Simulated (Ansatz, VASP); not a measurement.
One calculation of WS2, two programs

Contents of POSCAR:

```
WS2
1.0
    3.3725160502      0.0000000000      0.0000000000
   -1.6862580251      2.9206845741      0.0000000000
    0.0000000000      0.0000000000     12.7562410991
W S
2 4
Direct
    0.3333333333      0.6666666667      0.2500000000
    0.6666666667      0.3333333333      0.7500000000
    0.3333333333      0.6666666667      0.6323250738
    0.6666666667      0.3333333333      0.1323250738
    0.3333333333      0.6666666667      0.8676749262
    0.6666666667      0.3333333333      0.3676749262
```

INCAR.step1

```
SYSTEM = WS2
  PREC = Accurate
  ENCUT = 520
  ISMEAR = 0
  SIGMA = 0.02
  LREAL = .FALSE.
  LASPH = .TRUE.
  NELM = 100
  NBANDS = 35
  GGA = PE
  ALGO = Normal
  EDIFF = 1E-4
  LWAVE = .TRUE.
  LCHARG = .FALSE.
```

INCAR.step2

```
SYSTEM = WS2
  PREC = Accurate
  ENCUT = 520
  EDIFF = 1E-7
  ISMEAR = 0
  SIGMA = 0.02
  LREAL = .FALSE.
  LASPH = .TRUE.
  NELM = 100
  ALGO = Normal
  ISIF = 2
  LWAVE = .FALSE.
  LCHARG = .FALSE.
  METAGGA = R2SCAN
  LMIXTAU = .TRUE.
  NBANDS = 35
  ISTART = 1
```

KPOINTS

```
regular mesh
0
G
  12 12 2
  0 0 0
```

Input for Ansatz:

```yaml
crystal:
  lattice:
    - [3.3725160502, 0.0, 0.0]
    - [-1.6862580251, 2.9206845741, 0.0]
    - [0.0, 0.0, 12.7562410991]
  atoms:
    - { symbol: W, position: [0.3333333333, 0.6666666667, 0.25] }
    - { symbol: W, position: [0.6666666667, 0.3333333333, 0.75] }
    - { symbol: S, position: [0.3333333333, 0.6666666667, 0.6323250738] }
    - { symbol: S, position: [0.6666666667, 0.3333333333, 0.1323250738] }
    - { symbol: S, position: [0.3333333333, 0.6666666667, 0.8676749262] }
    - { symbol: S, position: [0.6666666667, 0.3333333333, 0.3676749262] }
basis:
  ecutwfc: 500
kpoints:
  mp_grid: { grid: [12, 12, 2] }
  band_path: { path: [VBM, CBM], npoints: 2 }
hamiltonian:
  xc: r2scan
scf:
  occupations: { method: gaussian, width: 0.02 }
output:
  forces: true
  stress: true
  eigenvalues: true
checkpoint:
  read: start.run
  write: ck
  compress: false
  write_wavefunctions: false
  write_every: 100000
```

Alike in both runs: task single point; functional r2SCAN; k mesh 12 × 12 × 2; occupations gaussian, width 0.02 eV; no spin polarisation.

|  | VASP | Ansatz |
| --- | --- | --- |
| version | VASP 6.6.1 | Ansatz 0.2.0 |
| potentials or method | VASP PAW PBE potentials, release 64 (W_sv, S), cutoff 520 eV | scalar-relativistic, plane waves, PAW |
| valence electrons in the cell | 52 | 52 |

Ansatz gave:

* gap on the k mesh at the Fermi level (eV): 0.20
* least direct gap on the mesh (eV): 1.25
* pressure (GPa): -9.6
* traceless stress, the component that is largest in VASP (GPa): 9.56
* rms of the force components (eV/Å): 0.000

Estimate VASP's values.

gap on the k mesh at the Fermi level (eV): 0.22; least direct gap on the mesh (eV): 1.26; pressure (GPa): -9.5; traceless stress, the component that is largest in VASP (GPa): 9.50; rms of the force components (eV/Å): 0.005.

VASP's potentials were made for PBE, not for r2SCAN. Atom by atom the forces differ by 0.005 eV/Å (rms over components).

Spin-orbit coupling is off throughout.
